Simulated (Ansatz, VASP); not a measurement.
# CaZr3N2: VASP beside Ansatz

```xyz
6
Lattice="6.1251 0.0000 0.0000 -3.0626 5.3045 0.0000 0.0000 0.0000 3.1347" Properties=species:S:1:pos:R:3 pbc="T T T"
Ca    0.0000    0.0000    0.0000
Zr    3.0626    0.0000    1.5673
Zr    1.5313    2.6523    1.5673
Zr   -1.5313    2.6523    1.5673
N     0.0000    3.5363    0.0000
N     3.0626    1.7682    0.0000
```

Change from the starting cell: species swapped into the LaB2Rh3 type (P6/mmm, No. 191).

Alike in both runs: functional PBE; k mesh 6 × 6 × 6; occupations gaussian, width 0.1 eV; no spin polarisation.

Ansatz relaxed the structure, and its values are those at the end. VASP's run is a single point on that final structure, the one shown.

|  | VASP | Ansatz |
| --- | --- | --- |
| version | VASP 6.6.1 | Ansatz 0.2.0 |
| potentials or method | VASP PAW PBE potentials, release 64 (Ca_sv, Zr_sv, N), cutoff 520 eV | scalar-relativistic, plane waves, PAW |
| valence electrons in the cell | 56 | 56 |

Ansatz gave:

- gap on the k mesh at the Fermi level (eV): none
- pressure (GPa): 0.0

Problem. Which values does VASP return?

Solution. gap on the k mesh at the Fermi level (eV): none; pressure (GPa): 0.2.

A gap of «none» marks a metal or a gap that the smearing closes.
